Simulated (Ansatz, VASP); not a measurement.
BeTe: VASP beside Ansatz

```
Be Te
1.0
     0.00000    2.82862    2.82862
     2.82862    0.00000    2.82862
     2.82862    2.82862    0.00000
Be Te
1 1
Direct
  0.00000 0.00000 0.00000
  0.25000 0.25000 0.25000
```

Alike in both runs: task single point; functional r2SCAN; k mesh 6 × 6 × 6; no spin polarisation.

```csv
,VASP,Ansatz
version,VASP 6.6.1,Ansatz 0.2.0
potentials or method,"VASP PAW PBE potentials, release 64 (Be, Te)","plane waves, PAW"
plane-wave cutoff (eV),520,500
occupations,"gaussian, width 0.01 eV",fixed
valence electrons in the cell,8,18
```

```csv
,VASP,Ansatz,Ansatz less VASP
gap on the k mesh at the Fermi level (eV),2.37,2.37,+0.006
pressure (GPa),0.2,0.0,-0.16
```

VASP's potentials were made for PBE, not for r2SCAN. VASP's potentials hold 8 valence electrons a cell and Ansatz's 18, so a difference there can come from the potentials and not from the codes.

Spin-orbit coupling is off throughout.
